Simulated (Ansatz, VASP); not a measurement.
**One calculation of SnO, two programs**

INCAR

```
ALGO = Fast
EDIFF = 1E-6
ENCUT = 520
GGA = PS
ISIF = 2
ISMEAR = 0
LASPH = T
LCHARG = T
LELF = T
LREAL = F
LVHAR = T
LWAVE = F
NBANDS = 50
NELM = 100
PREC = Accurate
SIGMA = 0.15
```

KPOINTS

```
k-points
0
Gamma
  10 10 4
```

POSCAR

```
SnO
1.0
    2.6904553516     -2.6904757566      0.0000000000
    2.6904553516      2.6904757566      0.0000000000
    0.0000000000      0.0000000000      9.4948200140
Sn O
4 4
Direct
    0.9991897041      0.0008102959      0.9998622097
    0.0008102959      0.9991897041      0.4998622097
    0.5008102959      0.4991897041      0.2571377902
    0.4991897041      0.5008102959      0.7571377902
    0.0007714499      0.6341016440      0.3457630066
    0.9992202976      0.5007797024      0.8785000000
    0.5007797024      0.9992202976      0.3785000000
    0.4992202976      0.0007797023      0.8785000000
```

Input for Ansatz:

```yaml
crystal:
  lattice:
    - [2.6904553516, -2.6904757566, 0.0]
    - [2.6904553516, 2.6904757566, 0.0]
    - [0.0, 0.0, 9.494820014]
  atoms:
    - { symbol: Sn, position: [0.9991897041, 0.0008102959, 0.9998622097] }
    - { symbol: Sn, position: [0.0008102959, 0.9991897041, 0.4998622097] }
    - { symbol: Sn, position: [0.5008102959, 0.4991897041, 0.2571377902] }
    - { symbol: Sn, position: [0.4991897041, 0.5008102959, 0.7571377902] }
    - { symbol: O, position: [0.0007714499, 0.634101644, 0.3457630066] }
    - { symbol: O, position: [0.9992202976, 0.5007797024, 0.8785] }
    - { symbol: O, position: [0.5007797024, 0.9992202976, 0.3785] }
    - { symbol: O, position: [0.4992202976, 0.0007797023, 0.8785] }
basis:
  ecutwfc: 420
kpoints:
  mp_grid: { grid: [10, 10, 4] }
hamiltonian:
  xc: pbesol
scf:
  occupations: { method: gaussian, width: 0.15 }
output:
  forces: true
  stress: true
  eigenvalues: true
```

Alike in both runs: task single point; functional PBEsol; k mesh 10 × 10 × 4; occupations gaussian, width 0.15 eV; no spin polarisation.

|  | VASP | Ansatz |
| --- | --- | --- |
| version | VASP 6.6.1 | Ansatz 0.2.0 |
| potentials or method | VASP PAW PBE potentials, release 64 (Sn_d, O), cutoff 520 eV | scalar-relativistic, plane waves, PAW |
| valence electrons in the cell | 80 | 80 |

|  | VASP | Ansatz | Ansatz less VASP |
| --- | --- | --- | --- |
| gap on the k mesh at the Fermi level (eV) | none | none | - |
| pressure (GPa) | 2.7 | 2.5 | -0.23 |
| traceless stress, the component that is largest in VASP (GPa) | 1.34 | 1.29 | -0.051 |
| rms of the force components (eV/Å) | 0.744 | 0.735 | -0.0093 |

VASP's potentials were made for PBE, not for PBEsol. Atom by atom the forces differ by 0.036 eV/Å (rms over components). A gap of «none» marks a metal or a gap that the smearing closes. The functional is the same, so the differences come from potentials, cutoffs and numerics.
